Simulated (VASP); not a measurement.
FeO, 4 atoms in the cell. The structure is monoclinic, space group C2/c (No. 15). The conventional cell has a = 5.479 Å, b = 3.106 Å, c = 5.477 Å, α = 90.00°, β = 112.25°, γ = 90.00°. Within 2.7 Å of Fe (site symmetry -1) lie 6 O at 2.06 to 2.30 Å. Within 2.7 Å of O (site symmetry 2) lie 6 Fe at 2.06 to 2.30 Å. 

| Item | Value |
| --- | --- |
| Program | VASP 6.6.1 |
| Task | electric field gradients |
| Functional | PBE |
| Potentials or basis | VASP PAW PBE potentials, release 64 (Fe, O) |
| Cutoff | 520 eV |
| k mesh | 8 × 8 × 8 |
| Occupations | gaussian, width 0.05 eV |
| Spin | collinear spin, antiferromagnetic start |
| Starting moments | [3.69, -3.69, 0.0, 0.0] μB |
| Hubbard terms | Fe d U = 4.0 eV |
| Dipole correction | no |
| Further INCAR settings | ALGO = Normal; EDIFF = 1e-08; NBANDS = 26 |

Potentials or basis: VASP PAW PBE potentials, release 64 (Fe, O).

Run with:

```console
$ cat potpaw_PBE.64/Fe/POTCAR potpaw_PBE.64/O/POTCAR > POTCAR
$ mpirun -np 1 vasp_std > vasp.out
```

Hardware: 1 thread of Oxide Virtual Turin-like Processor, on a shared host.

Q: Estimate the wall time of this run.

A: It took 63 min on 1 thread of Oxide Virtual Turin-like Processor (shared host), peak memory 0.44 GiB. Counts: scf iterations 52, k points 150.
